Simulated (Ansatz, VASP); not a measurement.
MgI2 in VASP and in Ansatz

```
I Mg
1.0
     4.14000    0.00000    0.00000
    -2.07000    3.58535    0.00000
     0.00000    0.00000    6.88000
I Mg
2 1
Direct
  0.66667 0.33333 0.75000
  0.33333 0.66667 0.25000
  0.00000 0.00000 0.00000
```

Alike in both runs: task relaxation of cell and atoms; functional LDA; k mesh 8 × 8 × 4; occupations fermi-dirac, width 0.05 eV; no spin polarisation.

|  | VASP | Ansatz |
| --- | --- | --- |
| version | VASP 6.6.1 | Ansatz 0.2.0 |
| potentials or method | VASP PAW LDA potentials, release 64 (I, Mg) | Ansatz PAW |
| plane-wave cutoff (eV) | 600 | 420 |
| valence electrons in the cell | 16 | 44 |

|  | VASP | Ansatz | Ansatz less VASP |
| --- | --- | --- | --- |
| gap on the k mesh at the Fermi level, each at its own relaxed structure (eV) | 3.34 | 3.36 | +0.021 |
| relaxed volume (Å³/atom) | 32.06 | 32.09 | +0.032 |
| relaxed cell length with the largest relative difference (Å) | 6.697 | 6.701 | +0.0042 |

LDA's correlation is that of Perdew and Zunger in VASP and of Perdew and Wang (1992) in Ansatz. VASP's potentials hold 16 valence electrons a cell and Ansatz's 44, so a difference there can come from the potentials and not from the codes.

Neither program's run includes spin-orbit coupling. Noted on Ansatz's run: the plane-wave basis is chosen anew once the cell has moved, so the energies of steps on either side of that aren't comparable.
